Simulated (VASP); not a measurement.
A run of VASP 6.6.1:

The input INCAR:

```
SYSTEM = Mn
ALGO = Normal ; EDIFF = 1E-7
EDIFFG = -0.01 ; ENCUT = 600
GGA = RE ; IBRION = 2
ISIF = 3 ; ISMEAR = -1
LASPH = .TRUE. ; LCHARG = .FALSE.
LREAL = .FALSE. ; LWAVE = .FALSE.
NELM = 80 ; NSW = 80
PREC = Accurate ; SIGMA = 0.1
```

The input KPOINTS:

```
k-points
0
G
  15 15 15
  0 0 0
```

The input POSCAR:

```
Mn
1.0
    0.0000000000      1.8043883278      1.8043883278
    1.8043883278      0.0000000000      1.8043883278
    1.8043883278      1.8043883278      0.0000000000
Mn
1
Direct
    0.0000000000      0.0000000000      0.0000000000
```

Potentials or basis: VASP PAW PBE potentials, release 64 (Mn_pv).

Launch:

```console
$ cat potpaw_PBE.64/Mn_pv/POTCAR > POTCAR
$ mpirun -np 1 vasp_std > vasp.out
```

Hardware: 1 thread of Intel(R) Xeon(R) Platinum 8175M CPU @ 2.50GHz (Skylake/Cascade Lake) (shared host).

Q: How long does it take, and how much memory?

A: It took 70 s on 1 thread of Intel(R) Xeon(R) Platinum 8175M CPU @ 2.50GHz (Skylake/Cascade Lake), with other jobs on the host, peak memory 0.14 GiB. Counts: scf iterations 40, k points 120, ion steps 4.
